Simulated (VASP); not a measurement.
# Sn8O14F (a cell with a defect) in VASP: notebook, part 2 of 2

VASP 6.6.1.

## 4. Single point, PBE

INCAR reads:

```
PREC = Accurate
ENCUT = 520
EDIFF = 1E-6
ISMEAR = 0
SIGMA = 0.02
LREAL = Auto
LASPH = T
NELM = 80
ALGO = Normal
ISIF = 2
LWAVE = F
LCHARG = T
GGA = PE
LELF = T
LVHAR = T
NELECT = 202.0
NBANDS = 118
```

KPOINTS reads:

```
Automatic mesh
0
Gamma
  2 2 2
```

POSCAR reads:

```
Sn8O14F
1.0
   -4.7380000000     -4.7380000000      0.0000000000
    4.7380000000     -4.7380000000      0.0000000000
    0.0000000000      0.0000000000      6.3730000000
Sn O F
8 14 1
Direct
    0.5022612917      0.5038364289     -0.0034770124
    0.0180027438      0.4954702406      0.2476959046
    0.5063203883      0.5032986492      0.4976890005
   -0.0058195441      0.4958022372      0.7494310372
   -0.0876680034     -0.0093178556      0.0107694963
    0.4502303715      0.0042369143      0.2744944296
    0.0056071127     -0.0028245040      0.5058151577
    0.5572230899      0.0043227100      0.7470050212
    0.1999012241      0.4931815112     -0.0115018045
    0.0360728155      0.1829708738      0.2415388357
    0.8082298438      0.5066998734      0.0113232387
    0.0398202828      0.8082098987      0.2453026832
    0.2012790207      0.4924474462      0.5074465715
   -0.0301341283      0.1894028071      0.7560255767
    0.8109316167      0.5015793584      0.4868143731
   -0.0124931406      0.8035653229      0.7558699200
    0.4869750950      0.7041627269      0.2452170093
    0.4950535036      0.3021263191      0.2445126314
    0.6995140355     -0.0017231954      0.4634283697
    0.5171868932      0.7005587801      0.7485349129
    0.3083401224      0.0080349304      0.5448107642
    0.5231677923      0.3071418320      0.7495549976
    0.3382333263      0.0039401646     -0.0168727444
```

Potentials or basis: VASP PAW PBE potentials, release 64 (Sn_d, O, F).

On the command line:

```bash
cat potpaw_PBE.64/Sn_d/POTCAR potpaw_PBE.64/O/POTCAR potpaw_PBE.64/F/POTCAR > POTCAR
mpirun -np 1 vasp_std > vasp.out
```

OUTCAR:

```text
PREC = Accurate
   ENCUT = 520
   EDIFF = 1E-6
   ISMEAR = 0
   LREAL = Auto
   LASPH = T
   NELM = 80
   ISIF = 2
   GGA = PE
   NELECT = 202.0

 ion  position               nearest neighbor table
   1  0.502  0.504  0.997-   9 2.03  11 2.05  22 2.06  20 2.06  17 2.08  18 2.08   3 3.18   3 3.19
                             2 3.62   4 3.65   8 3.72   8 3.73   4 3.75
   2  0.018  0.495  0.248-   9 2.05  13 2.06  15 2.06  11 2.06  10 2.10  12 2.10   4 3.18   4 3.20
                             1 3.62   3 3.64   5 3.71   7 3.72   7 3.74
   3  0.506  0.503  0.498-  15 2.04  13 2.05  20 2.08  22 2.08  17 2.10  18 2.10   1 3.18   1 3.19
                             2 3.64   4 3.64   6 3.65   6 3.66   8 3.72   8 3.73
   4  0.994  0.496  0.749-   9 2.05  14 2.06  16 2.06  13 2.07  15 2.08  11 2.08   2 3.18   2 3.20
                             3 3.64   1 3.65   7 3.68   7 3.70   5 3.75   1 3.75
   5  0.912  0.991  0.011-  12 2.11  16 2.11  10 2.12  14 2.13   8 2.91   7 3.22   7 3.28   6 3.52
                             2 3.71   4 3.75
   6  0.450  0.004  0.274-  21 1.97  23 2.00  18 2.03  17 2.03  19 2.06   8 3.10   7 3.32   8 3.44
                             5 3.52   3 3.65   3 3.66
   7  0.006  0.997  0.506-  21 2.04  16 2.06  14 2.06  19 2.07  12 2.10  10 2.10   5 3.22   5 3.28
                             6 3.32   8 3.38   4 3.68   4 3.70   2 3.72   2 3.74
   8  0.557  0.004  0.747-  22 2.04  19 2.04  20 2.05  23 2.10  21 2.11   5 2.91   6 3.10   7 3.38
                             6 3.44   3 3.72   1 3.72   1 3.73   3 3.73
   9  0.200  0.493  0.988-   1 2.03   2 2.05   4 2.05
  10  0.036  0.183  0.242-   2 2.10   7 2.10   5 2.12
  11  0.808  0.507  0.011-   1 2.05   2 2.06   4 2.08
  12  0.040  0.808  0.245-   7 2.10   2 2.10   5 2.11
  13  0.201  0.492  0.507-   3 2.05   2 2.06   4 2.07
  14  0.970  0.189  0.756-   4 2.06   7 2.06   5 2.13
  15  0.811  0.502  0.487-   3 2.04   2 2.06   4 2.08
  16  0.988  0.804  0.756-   7 2.06   4 2.06   5 2.11
  17  0.487  0.704  0.245-   6 2.03   1 2.08   3 2.10
  18  0.495  0.302  0.245-   6 2.03   1 2.08   3 2.10
  19  0.700  0.998  0.463-   8 2.04   6 2.06   7 2.07
  20  0.517  0.701  0.749-   8 2.05   1 2.06   3 2.08
  21  0.308  0.008  0.545-   6 1.97   7 2.04   8 2.11
  22  0.523  0.307  0.750-   8 2.04   1 2.06   3 2.08
  23  0.338  0.004  0.983-   6 2.00   8 2.10

  LATTYP: Found a simple tetragonal cell.
 ALAT       =     6.7005438585
 C/A-ratio  =     0.9511168249

  Lattice vectors:

 A1 = (  -4.7380000000,  -4.7380000000,   0.0000000000)
 A2 = (   4.7380000000,  -4.7380000000,   0.0000000000)
 A3 = (   0.0000000000,   0.0000000000,   6.3730000000)

Analysis of symmetry for initial positions (statically):
=====================================================================
 Subroutine PRICEL returns:
 Original cell was already a primitive cell.

 Routine SETGRP: Setting up the symmetry group for a
 simple tetragonal supercell.

 Subroutine GETGRP returns: Found  1 space group operations
 (whereof  1 operations were pure point group operations)
 out of a pool of 16 trial point group operations.

The static configuration has the point symmetry C_1 .

Analysis of symmetry for dynamics (positions and initial velocities):
=====================================================================
 Subroutine PRICEL returns:
 Original cell was already a primitive cell.

 Routine SETGRP: Setting up the symmetry group for a
 simple tetragonal supercell.

 Subroutine GETGRP returns: Found  1 space group operations
 (whereof  1 operations were pure point group operations)
 out of a pool of 16 trial point group operations.

The dynamic configuration has the point symmetry C_1 .
[... 108 lines left out ...]
   total plane-waves  NPLWV = 120000
   dimension x,y,z NGX =    50 NGY =   50 NGZ =   48
   dimension x,y,z NGXF=   100 NGYF=  100 NGZF=   96
   ions per type =               8  14   1
   NGX,Y,Z   is equivalent  to a cutoff of  12.41, 12.41, 12.52 a.u.
   NGXF,Y,Z  is equivalent  to a cutoff of  24.81, 24.81, 25.04 a.u.
 SYSTEM =  unknown system
   PREC   = accura    normal or accurate (medium, high low for compatibility)
   ISTART =      0    job   : 0-new  1-cont  2-samecut
   ICHARG =      2    charge: 1-file 2-atom 10-const
   ISPIN  =      1    spin polarized calculation?
   LNONCOLLINEAR =      F non collinear calculations
   LSORBIT =      F    spin-orbit coupling
   LASPH  =      T    aspherical Exc in radial PAW
   ENCUT  =  520.0 eV  38.22 Ry    6.18 a.u.  12.46 12.46 11.85*2*pi/ulx,y,z
   NELM   =     80;   NELMIN=  2; NELMDL= -5     # of ELM steps
   EDIFF  = 0.1E-05   stopping-criterion for ELM
   LREAL  =      T    real-space projection
   EDIFFG = 0.1E-04   stopping-criterion for IOM
   NSW    =      0    number of steps for IOM
   IBRION =     -1    ionic relax: 0-MD 1-quasi-New 2-CG
   NFREE  =      0    steps in history (QN), initial steepest desc. (CG)
   ISIF   =      2    stress and relaxation
   ISYM   =      2    0-nonsym 1-usesym 2-fastsym
   POTIM  = 0.5000    time-step for ionic-motion
   TEBEG  =    0.0;   TEEND  =   0.0 temperature during run
   PSTRESS=    0.0 pullay stress
   NELECT =     202.0000    total number of electrons
   NUPDOWN=      -1.0000    fix difference up-down
   EMIN   =  10.00;   EMAX   =-10.00  energy-range for DOS
   EFERMI =   0.00;   METHOD = LEGACY
   ISMEAR =     0;   SIGMA  =   0.02  broadening in eV -4-tet -1-fermi 0-gaus
   EFERMI_NEDOS =   21; number of points for ismear=-14 and -15
   IALGO  =     38    algorithm
   IMIX   =      4    mixing-type and parameters
     AMIX     =   0.40;   BMIX     =  1.00
     AMIX_MAG =   1.60;   BMIX_MAG =  1.00
  volume/ion in A,a.u.               =      12.44        83.95
  Fermi-wavevector in a.u.,A,eV,Ry     =   1.457708  2.754669 28.911201  2.124913
  Thomas-Fermi vector in A             =   2.574478
   LORBIT       =      0    0 simple, 1 ext, 2 COOP (PROOUT), +10 PAW based schemes
   GGA     = PE    functional components
   LHFCALC =     F    Hartree Fock is set to
   AEXX    =    0.0000 exact exchange contribution
   IVDW    =     0    specifies the selected vdW correction
   LEPSILON=     F    determine dielectric tensor
   LRPA    =     F    only Hartree local field effects (RPA)
 non-spin polarized calculation
 Gauss-broadening in eV      SIGMA  =   0.02
  energy-cutoff  :      520.00
  volume of cell :      286.13
 maximum number of plane-waves:      7760
 NGX is ok and might be reduce to    50
   NGX = 25   NGY = 25   NGZ = 23

 number of electron     201.9999978 magnetization

 Free energy of the ion-electron system (eV)
  ---------------------------------------------------
  ext. energy  EPLUGINS =         0.00000000
  ---------------------------------------------------
  free energy    TOTEN  =      -144.70576181 eV

  energy without entropy =     -144.70576181  energy(sigma->0) =     -144.70576181

 E-fermi :   6.6210     XC(G=0): -11.0845

 val. band max:        6.4408492301   @ k =   0.5000   0.5000   0.5000
 cond. band min:       8.0041295965   @ k =   0.0000   0.0000   0.5000
 fundamental gap:      1.5632803665
 Fermi energy:         6.6209901741

 k-point     1 :       0.0000    0.0000    0.0000
  band No.  band energies     occupation
      1     -18.0548      2.00000
      2     -15.2509      2.00000
      3     -15.0575      2.00000
      4     -14.8374      2.00000
      5     -14.8272      2.00000
      6     -14.6816      2.00000
[... 917 lines left out ...]
    112      14.0296      0.00000
    113      14.3535      0.00000
 [bands above 113 left out]

------------------------ aborting loop because EDIFF is reached ----------------------------------------

  FORCE on cell =-STRESS in cart. coord.  units (eV):
  Direction    XX          YY          ZZ          XY          YZ          ZX
  --------------------------------------------------------------------------------------
  -------------------------------------------------------------------------------------
  Total        0.4507585      0.8074593      8.3457708      3.0697664      2.4704608      2.1886773
  in kB        2.5240065      4.5213405     46.7318537     17.1890501     13.8332593     12.2554227
  external PRESSURE =      17.9257335 kB  Pullay stress =       0.0000000 kB

 VOLUME and BASIS-vectors are now :
 -----------------------------------------------------------------------------
  energy-cutoff  :      520.00
  volume of cell :      286.13
      direct lattice vectors                 reciprocal lattice vectors
    -4.738000000 -4.738000000  0.000000000    -0.105529759 -0.105529759  0.000000000
     4.738000000 -4.738000000  0.000000000     0.105529759 -0.105529759  0.000000000
     0.000000000  0.000000000  6.373000000     0.000000000  0.000000000  0.156911972

 POSITION                                       TOTAL-FORCE (eV/Angst)
 -----------------------------------------------------------------------------------
      0.00746     -4.76689      6.35084        -0.018527      0.003166     -0.039534
      2.26224     -2.43284      1.57857         0.038265      0.027627     -0.024854
     -0.01432     -4.78357      3.17177        -0.044186     -0.004846      0.012662
     -2.36132     -7.05954      4.77612        -0.025606     -0.055678      0.012234
      0.37122     -9.01648      0.06863         0.006661     -0.078576     -0.027224
     -2.11312     -2.15327      1.74935        -0.429848     -0.360575     -0.032010
[... 15 lines left out ...]
     -1.02353     -3.93401      4.77691        -0.014395      0.034275      0.010104
     -1.58388     -1.62122      6.26547         0.685522      0.686572     -0.108772
 -----------------------------------------------------------------------------------
    total drift:                               -0.010978     -0.026603     -0.026354

  FREE ENERGIE OF THE ION-ELECTRON SYSTEM (eV)
  ---------------------------------------------------
  free  energy   TOTEN  =      -144.7057618111 eV

  energy  without entropy=     -144.7057618111  energy(sigma->0) =     -144.70576181
```

Wall time 9.4 min (1 thread of Intel Xeon 8259CL, shared host); peak memory 0.44 GiB.

What came out:

| Property | Result |
| --- | --- |
| Free energy | -144.7058 eV |
| Largest force | 0.976 eV/Å |

Forces in eV/Å, atoms in the order of the input:
```
Sn  -0.019  0.003 -0.040
Sn   0.038  0.028 -0.025
Sn  -0.044 -0.005  0.013
Sn  -0.026 -0.056  0.012
Sn   0.007 -0.079 -0.027
Sn  -0.430 -0.361 -0.032
Sn  -0.086 -0.112 -0.026
Sn  -0.002  0.038  0.254
O   -0.012 -0.033  0.030
O    0.204  0.091 -0.019
O    0.010  0.015 -0.044
O    0.099  0.139 -0.043
O   -0.008 -0.042 -0.043
O   -0.067 -0.088  0.040
O    0.002  0.003  0.042
O    0.000 -0.031  0.031
O   -0.095 -0.053 -0.049
O   -0.068 -0.069 -0.050
O   -0.090 -0.079  0.215
O    0.006  0.021  0.015
O   -0.089 -0.051 -0.156
O   -0.014  0.034  0.010
F    0.686  0.687 -0.109
```

Levels at points of the mesh, in eV from the Fermi level:
```
           k point  band 97  band 98  band 99  band 100  band 101  band 102  band 103  band 104  band 105  band 106
(0.00, 0.00, 0.00)    -1.49    -1.40    -1.32     -1.27     -0.81      1.54      2.43      2.92      3.90      4.53
(0.50, 0.00, 0.00)    -1.50    -1.48    -1.10     -1.04     -0.57      1.49      2.43      3.20      4.32      4.69
(0.00, 0.50, 0.00)    -1.51    -1.43    -1.36     -1.20     -0.31      2.32      2.76      2.99      3.72      4.67
(0.50, 0.50, 0.00)    -1.38    -1.35    -1.22     -1.13     -0.47      2.26      3.31      3.43      3.76      4.28
(0.00, 0.00, 0.50)    -1.32    -1.29    -1.16     -1.10     -0.49      1.38      2.48      3.54      3.91      4.18
(0.50, 0.00, 0.50)    -1.23    -1.17    -1.11     -0.97     -0.49      1.75      2.33      3.72      4.13      4.91
(0.00, 0.50, 0.50)    -1.34    -1.31    -1.22     -1.18     -0.30      2.24      3.21      3.64      3.68      4.32
(0.50, 0.50, 0.50)    -1.47    -1.42    -1.32     -1.28     -0.18      2.35      2.96      4.42      4.55      4.64
```

Caveat: the k points lie up to 0.49 Å⁻¹ apart; the cell carries a net charge on a neutralising background, which shifts energy and pressure; the cell is charged against a uniform background, so pressure and absolute levels hang on convention; spin-orbit coupling is left out, which moves the levels of the heavy elements.
